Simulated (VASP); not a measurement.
Runs of VASP 6.6.1 on As. The structure is that of space group R-3m (No. 166), or close to it. The cells are those of the table. 

| cell | gap on the mesh (eV) | pressure (GPa) | largest force (eV/Å) |
| --- | --- | --- | --- |
| a = 4.168 Å, angles 54.5°, 2 atoms | none | -2.7 | 0.07 |
| a = 4.124 Å, angles 55.1°, 2 atoms | none | (a) | 0.07 |
| a = 4.179 Å, angles 52.6°, 2 atoms | none | 1.2 | 0.15 |
| a = 4.018 Å, angles 55.8°, 2 atoms | none | 2.6 | 0.51 |
| a = 4.151 Å, angles 53.9°, 2 atoms | none | (b) | 0.08 |

Alike in all rows: task single point; level PBEsol; potentials or basis VASP PAW PBE potentials, release 64 (As); no spin polarisation; k mesh 18 × 18 × 18; cutoff (eV) 520; smearing gaussian 0.15 eV.

Task: Estimate the missing entries.

Result: (a) -2.0; (b) -0.4.

Caveats: the PAW data sets were made with another functional, which shifts forces and pressure a little.

A k mesh can miss the band edges, and the runs leave out spin-orbit coupling on As.

A gap of «none» marks levels without a gap at the run's occupations.
